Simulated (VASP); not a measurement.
AlPt: single point with r2SCAN

AlPt:

```
CELL_PARAMETERS angstrom
3.09155 0.00000 0.00000
0.00000 3.09155 0.00000
0.00000 0.00000 3.09155
ATOMIC_POSITIONS crystal
Al 0.00000 0.99191 0.00000
Pt 0.50000 0.50000 0.50000
```

```yaml
Program: VASP 6.6.1
Task: single point
Functional: r2SCAN
Potentials_or_basis: VASP PAW PBE potentials, release 64 (Al, Pt)
Cutoff: 520 eV
k_mesh: 4 × 4 × 4
Occupations: methfessel-paxton, width 0.2 eV
Spin: no spin polarisation
Dipole_correction: no
Further_INCAR_settings: ALGO = Normal; EDIFF = 1e-06; NBANDS = 14
```

```
Pressure      : -4.7 GPa
Largest force : 0.089 eV/Å
```

Forces on the atoms (eV/Å):
```
Al   0.000  0.089  0.000
Pt   0.000 -0.089  0.000
```

Levels at points of the mesh, in eV from the Fermi level:
| k point | band 4 | band 5 | band 6 | band 7 | band 8 | band 9 | band 10 | band 11 |
| --- | --- | --- | --- | --- | --- | --- | --- | --- |
| (0.00, 0.00, 0.00) | -2.31 | -2.31 | -2.31 | 4.55 | 4.55 | 4.55 | 9.81 | 9.81 |
| (0.50, 0.00, 0.00) | -3.80 | -3.80 | -2.10 | -0.52 | 6.78 | 9.42 | 9.42 | 11.29 |
| (0.00, 0.50, 0.00) | -3.80 | -3.80 | -2.10 | -0.52 | 6.78 | 9.42 | 9.42 | 11.31 |
| (0.50, 0.50, 0.00) | -3.44 | -2.92 | -2.92 | -1.04 | 1.47 | 4.20 | 9.54 | 13.30 |
| (0.50, 0.00, 0.50) | -3.45 | -2.92 | -2.92 | -1.03 | 1.47 | 4.20 | 9.54 | 13.29 |
| (0.50, 0.50, 0.50) | -0.96 | -0.96 | 1.51 | 2.26 | 2.26 | 2.26 | 5.57 | 6.73 |

Wall time 53 s on 1 thread of AMD EPYC 7R13, on a shared host, peak memory 0.11 GiB.

Caveat: the k points lie up to 0.51 Å⁻¹ apart; the PAW data sets were made with another functional, which shifts forces and pressure a little; spin-orbit coupling is left out, which moves the levels of the heavy elements.
